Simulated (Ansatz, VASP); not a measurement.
**AlNi3 in VASP and in Ansatz**

```
Ni Al
1.0
     0.00000    2.78308    2.78308
     2.78308    0.00000    2.78308
     2.78308    2.78308    0.00000
Ni Al
3 1
Cartesian
  4.1746 4.1746 4.1746
  0.0000 0.0000 0.0000
  1.3915 1.3915 1.3915
  2.7831 2.7831 2.7831
```

Change from the starting cell: volume scaled by 0.98.

Alike in both runs: task single point; functional PBEsol; k mesh 8 × 8 × 8; occupations fermi-dirac, width 0.05 eV; collinear spin.

|  | VASP | Ansatz |
| --- | --- | --- |
| version | VASP 6.6.1 | Ansatz 0.2.0 |
| potentials or method | VASP PAW PBE potentials, release 64 (Ni, Al), cutoff 520 eV | all-electron LAPW, scalar-relativistic |

```csv
,VASP,Ansatz,Ansatz less VASP
gap on the k mesh at the Fermi level (eV),none,none,-
pressure (GPa),3.5,3.4,-0.10
net moment per atom (μB),0.00,0.00,0.000
```

VASP's potentials were made for PBE, not for PBEsol. A gap of «none» marks a metal or a gap that the smearing closes. Ansatz ran all-electron here, and VASP with PAW potentials.
